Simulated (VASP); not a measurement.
# BaCaF4 (R-3m) in VASP: further runs

The runs below take BaCaF4 through single point, relaxation of cell and atoms, with PBEsol, PBE, r2SCAN.

Everything below comes from runs of VASP 6.6.1. Logs are shortened: lines on timing, memory, paths and dates and some standing lists are left out, and cuts for length are marked.

### Step 1. The cell of the first run

The structure is trigonal, space group R-3m (No. 166). The conventional cell has a = 4.119 Å, b = 4.119 Å, c = 19.911 Å, α = 90.00°, β = 90.00°, γ = 120.00°. Within 3.0 Å of Ca (site symmetry -3m) lie 8 F at 2.30 to 2.47 Å. Within 3.0 Å of F (site symmetry 3m) lie 1 Ca at 2.30 Å and 3 Ba at 2.59 Å and 3 F at 2.88 Å. F (site symmetry 3m) has 3 Ca at 2.47 Å and 1 Ba at 2.65 Å and 6 F at 2.73 to 2.88 Å within 3.3 Å. Within 3.4 Å of Ba (site symmetry -3m) lie 8 F at 2.59 to 2.65 Å.

### Step 2. Single point, PBEsol

INCAR reads:

```
  ALGO = Normal
  EDIFF = 1E-7
  ENCUT = 520
  GGA = PS
  ISIF = 2
  ISMEAR = -1
  LASPH = True
  LCHARG = False
  LREAL = False
  LWAVE = False
  NBANDS = 33
  NELM = 80
  PREC = Accurate
  SIGMA = 0.02
```

KPOINTS reads:

```
k-points
0
Gamma
  6 6 6
```

POSCAR reads:

```
BaCaF4
1.0
    2.0593919192      1.1889904773      6.6371560069
   -2.0593919192      1.1889904773      6.6371560069
    0.0000000000     -2.3779809595      6.6371560060
Ca F Ba
1 4 1
Direct
    0.0000000000      0.0000000000      0.0000000000
    0.1155940475      0.1155940475      0.1155940475
    0.3669732006      0.3669732006      0.3669732006
    0.6330267994      0.6330267994      0.6330267994
    0.8844059525      0.8844059525      0.8844059525
    0.5000000000      0.5000000000      0.5000000000
```

Potentials or basis: VASP PAW PBE potentials, release 64 (Ca_sv, F, Ba_sv).

On the command line:

```console
$ cat potpaw_PBE.64/Ca_sv/POTCAR potpaw_PBE.64/F/POTCAR potpaw_PBE.64/Ba_sv/POTCAR > POTCAR
$ mpirun -np 1 vasp_std > vasp.out
```

OUTCAR:

```text
EDIFF = 1E-7
   ENCUT = 520
   GGA = PS
   ISIF = 2
   ISMEAR = -1
   LASPH = True
   LREAL = False
   NELM = 80
   PREC = Accurate

 ion  position               nearest neighbor table
   1  0.000  0.000  0.000-   2 2.30   5 2.30   4 2.47   4 2.47   3 2.47   3 2.47   4 2.47   3 2.47

   2  0.116  0.116  0.116-   1 2.30   6 2.59   6 2.59   6 2.59
   3  0.367  0.367  0.367-   1 2.47   1 2.47   1 2.47   6 2.65
   4  0.633  0.633  0.633-   1 2.47   1 2.47   1 2.47   6 2.65
   5  0.884  0.884  0.884-   1 2.30   6 2.59   6 2.59   6 2.59
   6  0.500  0.500  0.500-   2 2.59   2 2.59   5 2.59   5 2.59   2 2.59   5 2.59   4 2.65   3 2.65

  LATTYP: Found a trigonal (rhomboedric) cell.
 ALAT       =     7.0502931352
 COS(alpha) =     0.8293549655

  Lattice vectors:

 A1 = (   2.0593919192,   1.1889904773,   6.6371560069)
 A2 = (  -2.0593919192,   1.1889904773,   6.6371560069)
 A3 = (   0.0000000000,  -2.3779809595,   6.6371560060)

Analysis of symmetry for initial positions (statically):
=====================================================================
 Subroutine PRICEL returns:
 Original cell was already a primitive cell.

 Routine SETGRP: Setting up the symmetry group for a
 trigonal (rhombohedral) supercell.

 Subroutine GETGRP returns: Found 12 space group operations
 (whereof 12 operations were pure point group operations)
 out of a pool of 12 trial point group operations.

The static configuration has the point symmetry D_3d.

Analysis of symmetry for dynamics (positions and initial velocities):
=====================================================================
 Subroutine PRICEL returns:
 Original cell was already a primitive cell.

 Routine SETGRP: Setting up the symmetry group for a
 trigonal (rhombohedral) supercell.

 Subroutine GETGRP returns: Found 12 space group operations
 (whereof 12 operations were pure point group operations)
 out of a pool of 12 trial point group operations.

The dynamic configuration has the point symmetry D_3d.

 Subroutine INISYM returns: Found 12 space group operations
 (whereof 12 operations are pure point group operations),
 and found     1 'primitive' translations

----------------------------------------------------------------------------------------

                                     Primitive cell

  volume of cell :      97.5103

  direct lattice vectors                    reciprocal lattice vectors
     2.059391919  1.188990477  6.637156007     0.242790115  0.140174938  0.050222314
    -2.059391919  1.188990477  6.637156007    -0.242790115  0.140174938  0.050222314
     0.000000000 -2.377980959  6.637156006     0.000000000 -0.280349876  0.050222314

  length of vectors
     7.050293135  7.050293135  7.050293135     0.284812805  0.284812805  0.284812805

  position of ions in fractional coordinates (direct lattice)
     0.000000000  0.000000000  0.000000000
     0.115594047  0.115594047  0.115594047
     0.366973201  0.366973201  0.366973201
     0.633026799  0.633026799  0.633026799
     0.884405953  0.884405953  0.884405953
     0.500000000  0.500000000  0.500000000

  ion indices of the primitive-cell ions
   primitive index   ion index
                 1           1
                 2           2
                 3           3
                 4           4
                 5           5
                 6           6

----------------------------------------------------------------------------------------

 KPOINTS: k-points

Automatic generation of k-mesh.
 Grid dimensions read from file:
 generate k-points for:    6    6    6

 Generating k-lattice:

  Cartesian coordinates                     Fractional coordinates (reciprocal lattice)
     0.040465019  0.023362490  0.008370386     0.166666667  0.000000000 -0.000000000
    -0.040465019  0.023362490  0.008370386     0.000000000  0.166666667 -0.000000000
     0.000000000 -0.046724979  0.008370386    -0.000000000 -0.000000000  0.166666667

  Length of vectors
     0.047468801  0.047468801  0.047468801

  Shift w.r.t. Gamma in fractional coordinates (k-lattice)
     0.000000000  0.000000000  0.000000000

 Subroutine IBZKPT returns following result:
 ===========================================

 Found     32 irreducible k-points:

 Following reciprocal coordinates:
            Coordinates               Weight
  0.000000  0.000000  0.000000      1.000000
  0.166667 -0.000000  0.000000      6.000000
  0.333333  0.000000  0.000000      6.000000
  0.500000 -0.000000  0.000000      3.000000
  0.166667  0.166667  0.000000      6.000000
  0.333333  0.166667  0.000000     12.000000
[... 16 lines left out ...]
  0.500000  0.500000  0.166667      6.000000
 -0.333333  0.500000  0.166667     12.000000
 [... further k-points ...]
   k-points           NKPTS =     32   k-points in BZ     NKDIM =     32   number of bands    NBANDS=     33
   number of dos      NEDOS =    301   number of ions     NIONS =      6
   total plane-waves  NPLWV = 157464
   dimension x,y,z NGX =    54 NGY =   54 NGZ =   54
   dimension x,y,z NGXF=   108 NGYF=  108 NGZF=  108
   ions per type =               1   4   1
   NGX,Y,Z   is equivalent  to a cutoff of  12.73, 12.73, 12.73 a.u.
   NGXF,Y,Z  is equivalent  to a cutoff of  25.47, 25.47, 25.47 a.u.
 SYSTEM =  unknown system
   PREC   = accura    normal or accurate (medium, high low for compatibility)
   ISTART =      0    job   : 0-new  1-cont  2-samecut
   ICHARG =      2    charge: 1-file 2-atom 10-const
   ISPIN  =      1    spin polarized calculation?
   LNONCOLLINEAR =      F non collinear calculations
   LSORBIT =      F    spin-orbit coupling
   LASPH  =      T    aspherical Exc in radial PAW
   ENCUT  =  520.0 eV  38.22 Ry    6.18 a.u.  13.11 13.11 13.11*2*pi/ulx,y,z
   NELM   =     80;   NELMIN=  2; NELMDL= -5     # of ELM steps
   EDIFF  = 0.1E-06   stopping-criterion for ELM
   LREAL  =      F    real-space projection
   EDIFFG = 0.1E-05   stopping-criterion for IOM
   NSW    =      0    number of steps for IOM
   IBRION =     -1    ionic relax: 0-MD 1-quasi-New 2-CG
   NFREE  =      0    steps in history (QN), initial steepest desc. (CG)
   ISIF   =      2    stress and relaxation
   ISYM   =      2    0-nonsym 1-usesym 2-fastsym
   POTIM  = 0.5000    time-step for ionic-motion
   TEBEG  =    0.0;   TEEND  =   0.0 temperature during run
   PSTRESS=    0.0 pullay stress
   NELECT =      48.0000    total number of electrons
   NUPDOWN=      -1.0000    fix difference up-down
   EMIN   =  10.00;   EMAX   =-10.00  energy-range for DOS
   EFERMI =   0.00;   METHOD = LEGACY
   ISMEAR =    -1;   SIGMA  =   0.02  broadening in eV -4-tet -1-fermi 0-gaus
   EFERMI_NEDOS =   21; number of points for ismear=-14 and -15
   IALGO  =     38    algorithm
   IMIX   =      4    mixing-type and parameters
     AMIX     =   0.40;   BMIX     =  1.00
     AMIX_MAG =   1.60;   BMIX_MAG =  1.00
  volume/ion in A,a.u.               =      16.25       109.67
  Fermi-wavevector in a.u.,A,eV,Ry     =   1.292622  2.442702 22.733604  1.670873
  Thomas-Fermi vector in A             =   2.424319
   LORBIT       =      0    0 simple, 1 ext, 2 COOP (PROOUT), +10 PAW based schemes
   GGA     = PS    functional components
   LHFCALC =     F    Hartree Fock is set to
   AEXX    =    0.0000 exact exchange contribution
   IVDW    =     0    specifies the selected vdW correction
   LEPSILON=     F    determine dielectric tensor
   LRPA    =     F    only Hartree local field effects (RPA)
 non-spin polarized calculation
  energy-cutoff  :      520.00
  volume of cell :       97.51
 maximum number of plane-waves:      2664
 NGX is ok and might be reduce to    54
   NGX = 27   NGY = 27   NGZ = 27

 number of electron      48.0000003 magnetization

 Free energy of the ion-electron system (eV)
  ---------------------------------------------------
  ext. energy  EPLUGINS =         0.00000000
  ---------------------------------------------------
  free energy    TOTEN  =       -35.18131643 eV

  energy without entropy =      -35.18131643  energy(sigma->0) =      -35.18131643

 E-fermi :  -0.7094     XC(G=0):  -9.4777

 val. band max:       -1.1876825820   @ k =   0.5000   0.5000   0.0000
 cond. band min:       5.2807264533   @ k =   0.0000   0.0000   0.0000
 fundamental gap:      6.4684090353
 Fermi energy:        -0.7093620727

 k-point     1 :       0.0000    0.0000    0.0000
  band No.  band energies     occupation
      1     -37.4330      2.00000
      2     -24.7129      2.00000
      3     -21.5278      2.00000
      4     -20.9866      2.00000
      5     -20.4771      2.00000
      6     -20.1124      2.00000
[... 25 lines left out ...]
     32       9.2161      0.00000
     33       9.2161      0.00000

 k-point     2 :       0.1667   -0.0000    0.0000
  band No.  band energies     occupation
      1     -37.4306      2.00000
      2     -24.6396      2.00000
      3     -21.5166      2.00000
      4     -21.0929      2.00000
      5     -20.5442      2.00000
      6     -20.1399      2.00000
[... 25 lines left out ...]
     32       9.1466      0.00000
     33       9.3145      0.00000

 k-point     3 :       0.3333    0.0000    0.0000
  band No.  band energies     occupation
      1     -37.4259      2.00000
      2     -24.4792      2.00000
      3     -21.4926      2.00000
      4     -21.3207      2.00000
      5     -20.6504      2.00000
      6     -20.2129      2.00000
[... 25 lines left out ...]
     32       8.9427      0.00000
     33       9.0089      0.00000

 k-point     4 :       0.5000   -0.0000    0.0000
  band No.  band energies     occupation
      1     -37.4236      2.00000
      2     -24.3902      2.00000
      3     -21.4714      2.00000
      4     -21.4518      2.00000
      5     -20.6925      2.00000
      6     -20.2562      2.00000
[... 25 lines left out ...]
     32       8.9306      0.00000
     33       8.9806      0.00000

 k-point     5 :       0.1667    0.1667    0.0000
  band No.  band energies     occupation
      1     -37.4306      2.00000
      2     -24.6400      2.00000
      3     -21.5116      2.00000
      4     -21.0970      2.00000
      5     -20.5468      2.00000
      6     -20.1379      2.00000
[... 604 lines left out ...]
 k-point    22 :      -0.1667    0.3333    0.1667
  band No.  band energies     occupation
      1     -37.4236      2.00000
      2     -24.3894      2.00000
      3     -21.5674      2.00000
      4     -21.3519      2.00000
      5     -20.6540      2.00000
      6     -20.3156      2.00000
[... 25 lines left out ...]
     32       9.1965      0.00000
     33       9.3521      0.00000

 k-point    23 :       0.5000    0.5000    0.1667
  band No.  band energies     occupation
      1     -37.4259      2.00000
      2     -24.4798      2.00000
      3     -21.5220      2.00000
      4     -21.2808      2.00000
      5     -20.6821      2.00000
      6     -20.1794      2.00000
[... 25 lines left out ...]
     32       9.0026      0.00000
     33       9.1825      0.00000

 k-point    24 :      -0.3333    0.5000    0.1667
  band No.  band energies     occupation
      1     -37.4236      2.00000
      2     -24.3897      2.00000
      3     -21.5789      2.00000
      4     -21.3339      2.00000
      5     -20.6802      2.00000
      6     -20.2894      2.00000
[... 25 lines left out ...]
     32       9.2822      0.00000
     33       9.5950      0.00000

 [... further k-points ...]
[... 5 lines left out ...]
  --------------------------------------------------------------------------------------
  -------------------------------------------------------------------------------------
  Total        0.5880444      0.5880444      0.6588986      0.0000000     -0.0000000      0.0000000
  in kB        9.6620677      9.6620677     10.8262618      0.0000000     -0.0000000      0.0000000
  external PRESSURE =      10.0501324 kB  Pullay stress =       0.0000000 kB

 VOLUME and BASIS-vectors are now :
 -----------------------------------------------------------------------------
  energy-cutoff  :      520.00
  volume of cell :       97.51
      direct lattice vectors                 reciprocal lattice vectors
     2.059391919  1.188990477  6.637156007     0.242790115  0.140174938  0.050222314
    -2.059391919  1.188990477  6.637156007    -0.242790115  0.140174938  0.050222314
     0.000000000 -2.377980959  6.637156006     0.000000000 -0.280349876  0.050222314

 POSITION                                       TOTAL-FORCE (eV/Angst)
 -----------------------------------------------------------------------------------
      0.00000      0.00000      0.00000         0.000000     -0.000000      0.000000
      0.00000     -0.00000      2.30165        -0.000000      0.000000     -0.071656
      0.00000     -0.00000      7.30698        -0.000000      0.000000     -0.068514
      0.00000     -0.00000     12.60449        -0.000000     -0.000000      0.068514
      0.00000     -0.00000     17.60982        -0.000000     -0.000000      0.071656
      0.00000     -0.00000      9.95573        -0.000000     -0.000000      0.000000
 -----------------------------------------------------------------------------------
    total drift:                                0.000000     -0.000000      0.000000

  FREE ENERGIE OF THE ION-ELECTRON SYSTEM (eV)
  ---------------------------------------------------
  free  energy   TOTEN  =       -35.1813164261 eV

  energy  without entropy=      -35.1813164261  energy(sigma->0) =      -35.18131643
```

It took 2.9 min on 1 thread of Intel Xeon 6975P-C (Granite Rapids), shared host; peak memory 0.43 GiB.

What came out:

```
Free energy            : -35.1813 eV
Pressure               : 1.0 GPa
Largest force          : 0.072 eV/Å
Band gap on the k mesh : 6.47 eV (least direct gap 6.68 eV)
```

Forces on the atoms (eV/Å):
```
Ca   0.000  0.000  0.000
F    0.000  0.000 -0.072
F    0.000  0.000 -0.069
F    0.000  0.000  0.069
F    0.000  0.000  0.072
Ba   0.000  0.000  0.000
```

Stress tensor (GPa, compression positive):
```
0.97 0.00 0.00
0.00 0.97 0.00
0.00 0.00 1.08
```

Caveat: the PAW data sets were made with another functional, which shifts forces and pressure a little; spin-orbit coupling is left out, which moves the levels of the heavy elements.

### Step 3. Single point, PBE

This run uses another cell than the first one, of 17.10 Å³/atom.

INCAR reads:

```
SYSTEM = BaCaF4
  PREC = Accurate
  ENCUT = 520
  EDIFF = 1E-6
  ISMEAR = -1
  SIGMA = 0.02
  LREAL = .False.
  LASPH = .True.
  NELM = 80
  ALGO = Normal
  ISIF = 2
  LWAVE = .False.
  LCHARG = .True.
  GGA = PE
  LELF = .True.
  LVHAR = .True.
  NBANDS = 33
```

KPOINTS reads:

```
Automatic mesh
0
Gamma
  6 6 6
  0 0 0
```

POSCAR reads:

```
BaCaF4
1.0
    2.0960420128      1.2101504186      6.7396750876
   -2.0960420128      1.2101504186      6.7396750876
    0.0000000000     -2.4203008423      6.7396750867
Ca F Ba
1 4 1
Direct
    0.0000000000      0.0000000000      0.0000000000
    0.1157120024      0.1157120024      0.1157120024
    0.3670640828      0.3670640828      0.3670640828
    0.6329359172      0.6329359172      0.6329359172
    0.8842879976      0.8842879976      0.8842879976
    0.5000000000      0.5000000000      0.5000000000
```

Potentials or basis: VASP PAW PBE potentials, release 64 (Ca_sv, F, Ba_sv).

On the command line:

```console
$ cat potpaw_PBE.64/Ca_sv/POTCAR potpaw_PBE.64/F/POTCAR potpaw_PBE.64/Ba_sv/POTCAR > POTCAR
$ mpirun -np 1 vasp_std > vasp.out
```

Wall time 2.6 min (1 thread of Intel Xeon 6975P-C (Granite Rapids), shared host); peak memory 0.42 GiB.

It converged, with:

| Property | Result |
| --- | --- |
| Free energy | -34.1224 eV |
| Pressure | 0.8 GPa |
| Largest force | 0.058 eV/Å |
| Band gap on the k mesh | 6.38 eV (least direct gap 6.59 eV) |

Forces in eV/Å, atoms in the order of the input:
```
Ca   0.000  0.000  0.000
F    0.000  0.000 -0.058
F    0.000  0.000 -0.058
F    0.000  0.000  0.058
F    0.000  0.000  0.058
Ba   0.000  0.000  0.000
```

Stress tensor (GPa, compression positive):
```
0.79 0.00 0.00
0.00 0.79 0.00
0.00 0.00 0.87
```

Levels at points of the mesh, in eV from the valence-band top:
| k point | band 22 | band 23 | band 24 | band 25 | band 26 | band 27 |
| --- | --- | --- | --- | --- | --- | --- |
| (0.00, 0.00, 0.00) | -0.21 | -0.21 | -0.21 | 6.38 | 8.51 | 8.51 |
| (0.50, 0.00, 0.00) | -0.32 | -0.19 | -0.14 | 7.11 | 8.03 | 8.80 |
| (0.50, 0.50, 0.00) | -0.46 | -0.32 | 0.00 | 6.95 | 8.38 | 8.65 |
| (0.50, 0.50, 0.50) | -0.58 | -0.24 | -0.24 | 7.33 | 7.77 | 8.57 |

Caveat: spin-orbit coupling is left out, which moves the levels of the heavy elements.

(Continued in part 2 of 3.)
